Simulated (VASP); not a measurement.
# SnSe (P4/nmm) in VASP: notebook

SnSe is run at these levels: PBE+D3(BJ); tasks: single point.

All numbers are computed with VASP 6.6.1; they aren't measurements. Logs are shortened: lines on timing, memory, paths and dates and some standing lists are left out, and cuts for length are marked.

## 1. The cell of the first run

The typed cell holds 4 atoms: a = 4.292 Å, b = 4.292 Å, c = 6.258 Å, α = 90.00°, β = 90.00°, γ = 90.00°.

## 2. Single point, PBE+D3(BJ)

INCAR reads:

```
SYSTEM = SnSe
  PREC = Accurate
  ENCUT = 520
  EDIFF = 1E-6
  ISMEAR = 0
  SIGMA = 0.03
  LREAL = .FALSE.
  LASPH = .TRUE.
  NELM = 100
  ALGO = Normal
  ISIF = 2
  LWAVE = .FALSE.
  LCHARG = .FALSE.
  GGA = PE
  IVDW = 12
  NBANDS = 28
```

KPOINTS reads:

```
Automatic mesh
0
G
  8 8 6
  0 0 0
```

POSCAR reads:

```
SnSe
1.0
    4.2924000000      0.0000000000      0.0000000000
    0.0000000000      4.2924000000      0.0000000000
    0.0000000000      0.0000000000      6.2577000000
Sn Se
2 2
Direct
    0.5000000000      0.0000000000      0.2500887432
    0.0000000000      0.5000000000      0.7499112568
    0.5000000000      0.0000000000      0.7499352227
    0.0000000000      0.5000000000      0.2500647773
```

Potentials or basis: VASP PAW PBE potentials, release 64 (Sn_d, Se).

On the command line:

```sh
$ cat potpaw_PBE.64/Sn_d/POTCAR potpaw_PBE.64/Se/POTCAR > POTCAR
$ mpirun -np 1 vasp_std > vasp.out
```

OUTCAR:

```text
SYSTEM = SnSe
   PREC = Accurate
   ENCUT = 520
   EDIFF = 1E-6
   ISMEAR = 0
   LREAL = .FALSE.
   LASPH = .TRUE.
   NELM = 100
   ISIF = 2
   GGA = PE
   IVDW = 12
 IVDW          = 12

 ion  position               nearest neighbor table
   1  0.500  0.000  0.250-   4 3.04   4 3.04   4 3.04   4 3.04   3 3.13   3 3.13
   2  0.000  0.500  0.750-   3 3.04   3 3.04   3 3.04   3 3.04   4 3.13   4 3.13
   3  0.500  0.000  0.750-   2 3.04   2 3.04   2 3.04   2 3.04   1 3.13   1 3.13
   4  0.000  0.500  0.250-   1 3.04   1 3.04   1 3.04   1 3.04   2 3.13   2 3.13

  LATTYP: Found a simple tetragonal cell.
 ALAT       =     4.2924000000
 C/A-ratio  =     1.4578557450

  Lattice vectors:

 A1 = (   4.2924000000,   0.0000000000,   0.0000000000)
 A2 = (   0.0000000000,   4.2924000000,   0.0000000000)
 A3 = (   0.0000000000,   0.0000000000,   6.2577000000)

Analysis of symmetry for initial positions (statically):
=====================================================================
 Subroutine PRICEL returns:
 Original cell was already a primitive cell.

 Routine SETGRP: Setting up the symmetry group for a
 simple tetragonal supercell.

 Subroutine GETGRP returns: Found 16 space group operations
 (whereof  8 operations were pure point group operations)
 out of a pool of 16 trial point group operations.

The static configuration has the point symmetry D_2d.
 The point group associated with its full space group is D_4h.

Analysis of symmetry for dynamics (positions and initial velocities):
=====================================================================
 Subroutine PRICEL returns:
 Original cell was already a primitive cell.

 Routine SETGRP: Setting up the symmetry group for a
 simple tetragonal supercell.

 Subroutine GETGRP returns: Found 16 space group operations
 (whereof  8 operations were pure point group operations)
 out of a pool of 16 trial point group operations.

The dynamic configuration has the point symmetry D_2d.
 The point group associated with its full space group is D_4h.

 Subroutine INISYM returns: Found 16 space group operations
 (whereof  8 operations are pure point group operations),
 and found     1 'primitive' translations

----------------------------------------------------------------------------------------

                                     Primitive cell

  volume of cell :     115.2962

  direct lattice vectors                    reciprocal lattice vectors
     4.292400000  0.000000000  0.000000000     0.232969900  0.000000000  0.000000000
     0.000000000  4.292400000  0.000000000     0.000000000  0.232969900  0.000000000
     0.000000000  0.000000000  6.257700000     0.000000000  0.000000000  0.159803123

  length of vectors
     4.292400000  4.292400000  6.257700000     0.232969900  0.232969900  0.159803123

  position of ions in fractional coordinates (direct lattice)
     0.500000000  0.000000000  0.250088743
     0.000000000  0.500000000  0.749911257
     0.500000000  0.000000000  0.749935223
     0.000000000  0.500000000  0.250064777

  ion indices of the primitive-cell ions
   primitive index   ion index
                 1           1
                 2           2
                 3           3
                 4           4

----------------------------------------------------------------------------------------

 KPOINTS: Automatic mesh

Automatic generation of k-mesh.
 Grid dimensions read from file:
 generate k-points for:    8    8    6

 Generating k-lattice:

  Cartesian coordinates                     Fractional coordinates (reciprocal lattice)
     0.029121238  0.000000000  0.000000000     0.125000000  0.000000000  0.000000000
     0.000000000  0.029121238  0.000000000     0.000000000  0.125000000  0.000000000
     0.000000000  0.000000000  0.026633854     0.000000000  0.000000000  0.166666667

  Length of vectors
     0.029121238  0.029121238  0.026633854

  Shift w.r.t. Gamma in fractional coordinates (k-lattice)
     0.000000000  0.000000000  0.000000000

 Subroutine IBZKPT returns following result:
 ===========================================

 Found     60 irreducible k-points:

 Following reciprocal coordinates:
            Coordinates               Weight
  0.000000  0.000000  0.000000      1.000000
  0.125000  0.000000  0.000000      4.000000
  0.250000  0.000000  0.000000      4.000000
  0.375000  0.000000  0.000000      4.000000
  0.500000  0.000000  0.000000      2.000000
  0.125000  0.125000  0.000000      4.000000
[... 16 lines left out ...]
  0.375000  0.125000  0.166667     16.000000
  0.500000  0.125000  0.166667      8.000000
 [... further k-points ...]
   k-points           NKPTS =     60   k-points in BZ     NKDIM =     60   number of bands    NBANDS=     28
   number of dos      NEDOS =    301   number of ions     NIONS =      4
   total plane-waves  NPLWV =  49152
   dimension x,y,z NGX =    32 NGY =   32 NGZ =   48
   dimension x,y,z NGXF=    64 NGYF=   64 NGZF=   96
   ions per type =               2   2
   NGX,Y,Z   is equivalent  to a cutoff of  12.39, 12.39, 12.75 a.u.
   NGXF,Y,Z  is equivalent  to a cutoff of  24.79, 24.79, 25.50 a.u.
 SYSTEM =  SnSe
   PREC   = accura    normal or accurate (medium, high low for compatibility)
   ISTART =      0    job   : 0-new  1-cont  2-samecut
   ICHARG =      2    charge: 1-file 2-atom 10-const
   ISPIN  =      1    spin polarized calculation?
   LNONCOLLINEAR =      F non collinear calculations
   LSORBIT =      F    spin-orbit coupling
   LASPH  =      T    aspherical Exc in radial PAW
   ENCUT  =  520.0 eV  38.22 Ry    6.18 a.u.   7.98  7.98 11.64*2*pi/ulx,y,z
   NELM   =    100;   NELMIN=  2; NELMDL= -5     # of ELM steps
   EDIFF  = 0.1E-05   stopping-criterion for ELM
   LREAL  =      F    real-space projection
   EDIFFG = 0.1E-04   stopping-criterion for IOM
   NSW    =      0    number of steps for IOM
   IBRION =     -1    ionic relax: 0-MD 1-quasi-New 2-CG
   NFREE  =      0    steps in history (QN), initial steepest desc. (CG)
   ISIF   =      2    stress and relaxation
   ISYM   =      2    0-nonsym 1-usesym 2-fastsym
   POTIM  = 0.5000    time-step for ionic-motion
   TEBEG  =    0.0;   TEEND  =   0.0 temperature during run
   PSTRESS=    0.0 pullay stress
   NELECT =      40.0000    total number of electrons
   NUPDOWN=      -1.0000    fix difference up-down
   EMIN   =  10.00;   EMAX   =-10.00  energy-range for DOS
   EFERMI =   0.00;   METHOD = LEGACY
   ISMEAR =     0;   SIGMA  =   0.03  broadening in eV -4-tet -1-fermi 0-gaus
   EFERMI_NEDOS =   21; number of points for ismear=-14 and -15
   IALGO  =     38    algorithm
   IMIX   =      4    mixing-type and parameters
     AMIX     =   0.40;   BMIX     =  1.00
     AMIX_MAG =   1.60;   BMIX_MAG =  1.00
  volume/ion in A,a.u.               =      28.82       194.51
  Fermi-wavevector in a.u.,A,eV,Ry     =   1.150332  2.173812 18.004089  1.323263
  Thomas-Fermi vector in A             =   2.286996
   LORBIT       =      0    0 simple, 1 ext, 2 COOP (PROOUT), +10 PAW based schemes
   GGA     = PE    functional components
   LHFCALC =     F    Hartree Fock is set to
   AEXX    =    0.0000 exact exchange contribution
   IVDW    =    12    specifies the selected vdW correction
   LEPSILON=     F    determine dielectric tensor
   LRPA    =     F    only Hartree local field effects (RPA)
 non-spin polarized calculation
 Gauss-broadening in eV      SIGMA  =   0.03
  energy-cutoff  :      520.00
  volume of cell :      115.30
 maximum number of plane-waves:      3136
 NGX is ok and might be reduce to    32
   NGX = 15   NGY = 15   NGZ = 23

 number of electron      40.0000018 magnetization

 Free energy of the ion-electron system (eV)
  ---------------------------------------------------
  ext. energy  EPLUGINS =         0.00000000
  ---------------------------------------------------
  free energy    TOTEN  =       -16.39623807 eV

  energy without entropy =      -16.39623807  energy(sigma->0) =      -16.39623807

 E-fermi :   5.2138     XC(G=0):  -9.3463

 val. band max:        5.0202724958   @ k =   0.5000   0.0000   0.5000
 cond. band min:       5.3932741874   @ k =   0.5000   0.0000   0.5000
 fundamental gap:      0.3730016916
 Fermi energy:         5.2137901749

 k-point     1 :       0.0000    0.0000    0.0000
  band No.  band energies     occupation
      1     -16.6578      2.00000
      2     -16.6392      2.00000
      3     -16.6383      2.00000
      4     -16.6383      2.00000
      5     -16.6311      2.00000
      6     -16.6266      2.00000
[... 20 lines left out ...]
     27      10.3506      0.00000
     28      10.7808      0.00000

 k-point     2 :       0.1250    0.0000    0.0000
  band No.  band energies     occupation
      1     -16.6562      2.00000
      2     -16.6390      2.00000
      3     -16.6383      2.00000
      4     -16.6378      2.00000
      5     -16.6296      2.00000
      6     -16.6265      2.00000
[... 20 lines left out ...]
     27      10.1980      0.00000
     28      10.8675      0.00000

 k-point     3 :       0.2500    0.0000    0.0000
  band No.  band energies     occupation
      1     -16.6522      2.00000
      2     -16.6392      2.00000
      3     -16.6381      2.00000
      4     -16.6363      2.00000
      5     -16.6291      2.00000
      6     -16.6273      2.00000
[... 20 lines left out ...]
     27      10.3798      0.00000
     28      10.9750      0.00000

 k-point     4 :       0.3750    0.0000    0.0000
  band No.  band energies     occupation
      1     -16.6475      2.00000
      2     -16.6406      2.00000
      3     -16.6373      2.00000
      4     -16.6341      2.00000
      5     -16.6324      2.00000
      6     -16.6293      2.00000
[... 578 lines left out ...]
     27      10.2689      0.00000
     28      11.0749      0.00000

 k-point    23 :       0.3750    0.1250    0.1667
  band No.  band energies     occupation
      1     -16.6464      2.00000
      2     -16.6411      2.00000
      3     -16.6380      2.00000
      4     -16.6346      2.00000
      5     -16.6333      2.00000
      6     -16.6293      2.00000
[... 20 lines left out ...]
     27      10.4495      0.00000
     28      12.0838      0.00000

 k-point    24 :       0.5000    0.1250    0.1667
  band No.  band energies     occupation
      1     -16.6433      2.00000
      2     -16.6433      2.00000
      3     -16.6368      2.00000
      4     -16.6368      2.00000
      5     -16.6316      2.00000
      6     -16.6316      2.00000
[... 20 lines left out ...]
     27      11.1198      0.00000
     28      11.1198      0.00000

 [... further k-points ...]

------------------------ aborting loop because EDIFF is reached ----------------------------------------

 Edisp (eV)   -1.33624

 E8    (eV) :    -0.6026

  FORCE on cell =-STRESS in cart. coord.  units (eV):
  Direction    XX          YY          ZZ          XY          YZ          ZX
  --------------------------------------------------------------------------------------
  -------------------------------------------------------------------------------------
  Total      -1.69538    -1.69538    -3.62710     0.00000     0.00000     0.00000
  in kB     -23.55937   -23.55937   -50.40280     0.00000     0.00000     0.00000
  external pressure =      -32.51 kB  Pullay stress =        0.00 kB

 VOLUME and BASIS-vectors are now :
 -----------------------------------------------------------------------------
  energy-cutoff  :      520.00
  volume of cell :      115.30
      direct lattice vectors                 reciprocal lattice vectors
     4.292400000  0.000000000  0.000000000     0.232969900  0.000000000  0.000000000
     0.000000000  4.292400000  0.000000000     0.000000000  0.232969900  0.000000000
     0.000000000  0.000000000  6.257700000     0.000000000  0.000000000  0.159803123

 POSITION                                       TOTAL-FORCE (eV/Angst)
 -----------------------------------------------------------------------------------
      2.14620      0.00000      1.56498         0.000000      0.000000      0.000438
      0.00000      2.14620      4.69272        -0.000000      0.000000     -0.000438
      2.14620      0.00000      4.69287         0.000000      0.000000     -0.000643
      0.00000      2.14620      1.56483        -0.000000     -0.000000      0.000643
 -----------------------------------------------------------------------------------
    total drift:                                0.000000      0.000000      0.000000

  FREE ENERGIE OF THE ION-ELECTRON SYSTEM (eV)
  ---------------------------------------------------
  free  energy   TOTEN  =       -17.7324771198 eV

  energy  without entropy=      -17.7324771198  energy(sigma->0) =      -17.73247712
```

Wall time 64 s (1 thread of Intel Xeon 6975P-C (Granite Rapids), shared host); peak memory 0.32 GiB.

What came out:

```
Free energy                : -17.7325 eV
Pressure                   : -3.3 GPa
Band gap on the k mesh     : 0.37 eV
Dispersion energy per atom : -0.334 eV
```

Caveat: the cell stands under tension; spin-orbit coupling is left out, which moves the levels of the heavy elements.

## 3. Single point, PBE+D3(BJ)

This run uses another cell than the first one, of 29.78 Å³/atom.

INCAR reads:

```
ALGO     = Normal         # electronic algorithm
EDIFF    = 1E-6           # SCF threshold, eV
ENCUT    = 520            # plane-wave cutoff, eV
GGA      = PE             # functional
ISIF     = 2              # what is computed and relaxed
ISMEAR   = 0              # smearing method
IVDW     = 12             # dispersion correction
LASPH    = T              # aspherical terms in the spheres
LCHARG   = T              # write CHGCAR
LELF     = T              # ELF
LREAL    = F              # projectors in reciprocal space
LVHAR    = T            
LWAVE    = F              # write WAVECAR
NBANDS   = 28             # bands
NELM     = 60             # most SCF steps
PREC     = Accurate       # precision mode
SIGMA    = 0.03           # smearing width, eV
```

KPOINTS reads:

```
k-points
0
Gamma
  8 8 6
```

POSCAR, as its differences from that of step 2:

```diff
@@ -2,4 +2,4 @@
 1.0
-    4.2924000000      0.0000000000      0.0000000000
-    0.0000000000      4.2924000000      0.0000000000
+    4.3627000000      0.0000000000      0.0000000000
+    0.0000000000      4.3627000000      0.0000000000
     0.0000000000      0.0000000000      6.2577000000
```

Potentials or basis: VASP PAW PBE potentials, release 64 (Sn_d, Se).

On the command line:

```sh
$ cat potpaw_PBE.64/Sn_d/POTCAR potpaw_PBE.64/Se/POTCAR > POTCAR
$ mpirun -np 1 vasp_std > vasp.out
```

Run time: 69 s. Hardware: 1 thread of Intel Xeon 6975P-C (Granite Rapids), shared host; peak memory 0.33 GiB.

Results (log left out):

```yaml
Free_energy: -17.6661 eV
Pressure: -3.3 GPa
Band_gap_on_the_k_mesh: 0.23 eV
Dispersion_energy_per_atom: -0.327 eV
```

Stress tensor (GPa, compression positive):
```
-2.89  0.00  0.00
 0.00 -2.89  0.00
 0.00  0.00 -3.96
```

Levels at points of the mesh, in eV from the valence-band top:
| k point | band 18 | band 19 | band 20 | band 21 | band 22 | band 23 |
| --- | --- | --- | --- | --- | --- | --- |
| (0.00, 0.00, 0.00) | -2.04 | -2.04 | -1.91 | 3.29 | 3.74 | 4.04 |
| (0.50, 0.00, 0.00) | -1.86 | -0.62 | -0.62 | 1.01 | 1.01 | 1.64 |
| (0.50, 0.50, 0.00) | -3.37 | -3.22 | -3.22 | 3.25 | 3.25 | 4.64 |
| (0.00, 0.00, 0.50) | -2.71 | -1.73 | -1.72 | 1.86 | 1.87 | 4.13 |
| (0.50, 0.00, 0.50) | -1.76 | 0.00 | 0.00 | 0.23 | 0.23 | 1.21 |
| (0.50, 0.50, 0.50) | -4.28 | -0.93 | -0.93 | 1.33 | 1.33 | 4.56 |

Caveat: the cell stands under tension; spin-orbit coupling is left out, which moves the levels of the heavy elements. A k mesh can miss the band edges.

(Part 1 of 2 ends here.)
